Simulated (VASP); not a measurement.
Crystal: Cs.

```
Cs
1.0
     0.00000    7.35213    7.35213
     7.35213    0.00000    7.35213
     7.35213    7.35213    0.00000
Cs
6
Direct
  0.72598 0.27402 0.27402
  0.27402 0.72598 0.72598
  0.27402 0.72598 0.27402
  0.72598 0.27402 0.72598
  0.27402 0.27402 0.72598
  0.72598 0.72598 0.27402
```

```yaml
Program: VASP 6.6.1
Task: relaxation of cell and atoms
Functional: PBE
Potentials_or_basis: VASP PAW PBE potentials, release 64 (Cs_sv)
Cutoff: 600 eV
k_mesh: 2 × 2 × 2
Occupations: gaussian, width 0.1 eV
Spin: no spin polarisation
```

At the start: pressure 0.3 GPa; volume 132.47 Å³/atom.

Task: How do energy, volume and symmetry change on relaxing?

Result: Over 12 steps the energy falls by 76.3 meV/atom and the volume is 142.28 Å³/atom (+7.4 %); space group Pm-3m (No. 221, to 0.05 Å).

Step by step:
```csv
step,energy change (eV),largest force (eV/Å),pressure (GPa),volume (Å³)
1,0.0000,0.4176,0.29,794.82
2,-0.0911,0.3651,0.21,822.71
3,-0.2555,0.2311,0.00,910.29
4,-0.2141,0.0720,-0.21,1103.64
5,-0.2902,0.1476,-0.11,986.84
6,-0.2910,0.1587,-0.10,973.97
7,-0.3204,0.1501,-0.09,957.72
8,-0.3938,0.1193,-0.05,910.05
9,-0.4453,0.0214,0.09,819.51
10,-0.4477,0.0453,0.05,836.35
11,-0.4477,0.0405,0.06,832.94
12,-0.4575,0.0095,0.02,853.71
```

Final structure:
```
CELL_PARAMETERS angstrom
0.00000 7.52938 7.52938
7.52938 0.00000 7.52938
7.52938 7.52938 0.00000
ATOMIC_POSITIONS crystal
Cs 0.74930 0.25070 0.25070
Cs 0.25070 0.74930 0.74930
Cs 0.25070 0.74930 0.25070
Cs 0.74930 0.25070 0.74930
Cs 0.25070 0.25070 0.74930
Cs 0.74930 0.74930 0.25070
```

Caveat: the k points lie up to 0.36 Å⁻¹ apart in the final cell.
